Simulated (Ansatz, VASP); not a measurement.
Hf2Si2Os: VASP beside Ansatz

```
Os Si Hf
1.0
     6.48505    0.00000    0.00000
     0.00000    6.48505    0.00000
     0.00000    0.00000    4.05112
Os Si Hf
2 4 4
Direct
  0.00000 0.00000 0.00000
  0.50000 0.50000 0.00000
  0.37600 0.87600 0.00000
  0.12400 0.37600 0.00000
  0.62400 0.12400 0.00000
  0.87600 0.62400 0.00000
  0.17689 0.67689 0.50000
  0.32311 0.17689 0.50000
  0.82311 0.32311 0.50000
  0.67689 0.82311 0.50000
```

Alike in both runs: task single point; functional PBEsol; k mesh 3 × 3 × 5; occupations fermi-dirac, width 0.023 eV; no spin polarisation.

|  | VASP | Ansatz |
| --- | --- | --- |
| version | VASP 6.6.1 | Ansatz 0.2.0 |
| potentials or method | VASP PAW PBE potentials, release 64 (Os, Si, Hf_pv), cutoff 520 eV | PAW plane waves |
| valence electrons in the cell | 72 | 152 |

```csv
,VASP,Ansatz,Ansatz less VASP
gap on the k mesh at the Fermi level (eV),none,none,-
pressure (GPa),-12.5,-12.1,+0.33
"traceless stress, the component that is largest in VASP (GPa)",4.84,4.92,+0.075
rms of the force components (eV/Å),0.698,0.707,+0.0083
```

VASP's potentials were made for PBE, not for PBEsol. Atom by atom the forces differ by 0.010 eV/Å (rms over components). A gap of «none» marks a metal or a gap that the smearing closes. VASP's potentials hold 72 valence electrons a cell and Ansatz's 152, so a difference there can come from the potentials and not from the codes.

Spin-orbit coupling is off throughout.
